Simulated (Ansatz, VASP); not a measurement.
## Be in VASP and in Ansatz

```
Be
1.0
     2.31473    0.00000    0.00000
    -1.15737    2.00462    0.00000
     0.00000    0.00000    3.62475
Be
2
Direct
  0.33333 0.66667 0.25000
  0.66667 0.33333 0.75000
```

Change from the starting cell: volume scaled by 1.02, PAW files.

Alike in both runs: task electric field gradients; functional PBE; k mesh 20 × 20 × 11; occupations fermi-dirac, width 0.05 eV; no spin polarisation.

```csv
,VASP,Ansatz
version,VASP 6.6.1,Ansatz 0.2.0
potentials or method,"VASP PAW PBE potentials, release 64 (Be)","PAW with Ansatz's default frozen-core files, scalar-relativistic"
plane-wave cutoff (eV),520,420
valence electrons in the cell,4,4
```

|  | VASP | Ansatz | Ansatz less VASP |
| --- | --- | --- | --- |
| pressure (GPa) | -6.6 | -6.8 | -0.12 |
| traceless stress, the component that is largest in VASP (GPa) | -0.25 | -0.27 | -0.023 |
| size of Vzz on the site where it differs most (V/Å²) | 0.6 | 0.4 | -0.24 |
